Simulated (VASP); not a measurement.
# Ir: single point with PBE

The system is Ir.

```
CELL_PARAMETERS angstrom
0.00000 1.88313 1.88313
1.88313 0.00000 1.88313
1.88313 1.88313 0.00000
ATOMIC_POSITIONS crystal
Ir 0.00000 0.00000 0.00000
```

| Property | Result |
| --- | --- |
| Program | VASP 6.6.1 |
| Task | single point |
| Functional | PBE |
| Potentials or basis | VASP PAW PBE potentials, release 64 (Ir) |
| Cutoff | 500 eV |
| k mesh | 13 × 13 × 13 |
| Occupations | fermi-dirac, width 0.1 eV |
| Spin | no spin polarisation |

```json
{
 "Pressure": "36.6 GPa",
 "Band gap on the k mesh": "zero (an odd number of electrons rules out a gap without spin polarisation)"
}
```

Levels at points of the mesh, in eV from the Fermi level:
| k point | band 2 | band 3 | band 4 | band 5 | band 6 | band 7 |
| --- | --- | --- | --- | --- | --- | --- |
| (0.00, 0.00, 0.00) | -4.26 | -4.26 | -4.26 | -1.31 | -1.31 | 14.16 |

It took 19 s on 1 thread of Intel Xeon 8259CL (shared host), peak memory 0.13 GiB.

Caveat: the cell stands under pressure; spin-orbit coupling is left out, which moves the levels of the heavy elements.
